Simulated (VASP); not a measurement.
Here is a VASP 6.6.1 calculation.

Contents of INCAR:

```
SYSTEM = Mg5CdS6
PREC     = Accurate       ! precision mode
ENCUT    = 520            ! plane-wave cutoff, eV
EDIFF    = 1E-6           ! SCF threshold, eV
ISMEAR   = 0              ! smearing method
SIGMA    = 0.02           ! smearing width, eV
LREAL    = .False.        ! projectors in reciprocal space
LASPH    = .True.         ! aspherical terms in the spheres
NELM     = 60             ! most SCF steps
ALGO     = Normal         ! electronic algorithm
ISIF     = 2              ! what is computed and relaxed
LWAVE    = .False.        ! write WAVECAR
LCHARG   = .False.        ! write CHGCAR
GGA      = PE             ! functional
NBANDS   = 41             ! bands
```

File KPOINTS:

```
Automatic mesh
0
Gamma
  8 8 2
  0 0 0
```

The input POSCAR:

```
Mg5CdS6
1.0
    3.7350567000      0.0000000000      0.0000000000
    0.0000000000      3.7350567000      0.0000000000
    0.0000000000      0.0000000000     15.8645457000
Mg Cd S
5 1 6
Direct
    0.0000000000      0.0000000000      0.6634560000
    0.5000000000      0.5000000000      0.5000000000
    0.0000000000      0.0000000000      0.3365440000
    0.5000000000      0.5000000000      0.1710080000
    0.5000000000      0.5000000000      0.8289920000
    0.0000000000      0.0000000000      0.0000000000
    0.0000000000      0.0000000000      0.5000000000
    0.5000000000      0.5000000000      0.3358990000
    0.0000000000      0.0000000000      0.1727910000
    0.5000000000      0.5000000000      0.0000000000
    0.0000000000      0.0000000000      0.8272090000
    0.5000000000      0.5000000000      0.6641010000
```

Potentials or basis: VASP PAW PBE potentials, release 64 (Mg, Cd, S).

Command:

```console
$ cat potpaw_PBE.64/Mg/POTCAR potpaw_PBE.64/Cd/POTCAR potpaw_PBE.64/S/POTCAR > POTCAR
$ mpirun -np 1 vasp_std > vasp.out
```

Q: Predict the largest force.

A: 0.029 eV/Å.

Q: Estimate the pressure.

A: -0.1 GPa.

Q: Predict the band gap on the k mesh.

A: 1.17 eV (least direct gap 1.94 eV).

Forces on the atoms (eV/Å):
```
Mg   0.000  0.000  0.000
Mg   0.000  0.000  0.000
Mg   0.000  0.000  0.000
Mg   0.000  0.000  0.003
Mg   0.000  0.000 -0.003
Cd   0.000  0.000  0.000
S    0.000  0.000  0.000
S    0.000  0.000  0.001
S    0.000  0.000  0.029
S    0.000  0.000  0.000
S    0.000  0.000 -0.029
S    0.000  0.000 -0.001
```

A k mesh can miss the band edges.
